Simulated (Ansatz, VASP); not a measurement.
# Rh: VASP beside Ansatz

File POSCAR:

```
Rh
1.0
    2.7426250236      0.0000000000      0.0000000000
   -1.3713125118      2.3751829435      0.0000000000
    0.0000000000      0.0000000000      8.9529481713
Rh
4
Direct
    0.0000000000      0.0000000000      0.0000000000
    0.3333333333      0.6666666667      0.2500000000
    0.0000000000      0.0000000000      0.5000000000
    0.6666666667      0.3333333333      0.7500000000
```

The input INCAR.step1:

```
SYSTEM = Rh
  ALGO = Normal
  EDIFF = 1E-4
  ENCUT = 520
  GGA = PE
  ISMEAR = 0
  LASPH = .TRUE.
  LCHARG = .FALSE.
  LREAL = .FALSE.
  LWAVE = .TRUE.
  NBANDS = 38
  NELM = 100
  PREC = Accurate
  SIGMA = 0.1
```

INCAR.step2

```
SYSTEM = Rh
  ALGO = Normal
  EDIFF = 1E-6
  ENCUT = 520
  ISIF = 2
  ISMEAR = 0
  ISTART = 1
  LASPH = .TRUE.
  LCHARG = .TRUE.
  LELF = .TRUE.
  LMIXTAU = .TRUE.
  LREAL = .FALSE.
  LVHAR = .TRUE.
  LWAVE = .FALSE.
  METAGGA = R2SCAN
  NBANDS = 38
  NELM = 100
  PREC = Accurate
  SIGMA = 0.1
```

The input KPOINTS:

```
k-points
0
G
  24 24 6
  0 0 0
```

Input for Ansatz:

```yaml
crystal:
  lattice:
    - [2.7426250236, 0.0, 0.0]
    - [-1.3713125118, 2.3751829435, 0.0]
    - [0.0, 0.0, 8.9529481713]
  atoms:
    - { symbol: Rh, position: [0.0, 0.0, 0.0] }
    - { symbol: Rh, position: [0.3333333333, 0.6666666667, 0.25] }
    - { symbol: Rh, position: [0.0, 0.0, 0.5] }
    - { symbol: Rh, position: [0.6666666667, 0.3333333333, 0.75] }
basis:
  ecutwfc: 500
kpoints:
  mp_grid: { grid: [24, 24, 6] }
hamiltonian:
  xc: r2scan
scf:
  occupations: { method: gaussian, width: 0.1 }
output:
  forces: true
  stress: true
  eigenvalues: true
```

Change from the starting cell: equal strain along all axes, cell held, atoms relaxed: +2.0 %.

Alike in both runs: task single point; functional r2SCAN; k mesh 24 × 24 × 6; occupations gaussian, width 0.1 eV; no spin polarisation.

```csv
,VASP,Ansatz
version,VASP 6.6.1,Ansatz 0.2.0
potentials or method,"VASP PAW PBE potentials, release 64 (Rh_pv), cutoff 520 eV","scalar-relativistic, plane waves, PAW"
valence electrons in the cell,60,68
```

```csv
,VASP,Ansatz,Ansatz less VASP
gap on the k mesh at the Fermi level (eV),none,none,-
pressure (GPa),-13.4,-14.3,-0.89
"traceless stress, the component that is largest in VASP (GPa)",-0.10,-0.09,+0.012
```

VASP's potentials were made for PBE, not for r2SCAN. A gap of «none» marks a metal or a gap that the smearing closes. VASP's potentials hold 60 valence electrons a cell and Ansatz's 68, so a difference there can come from the potentials and not from the codes.
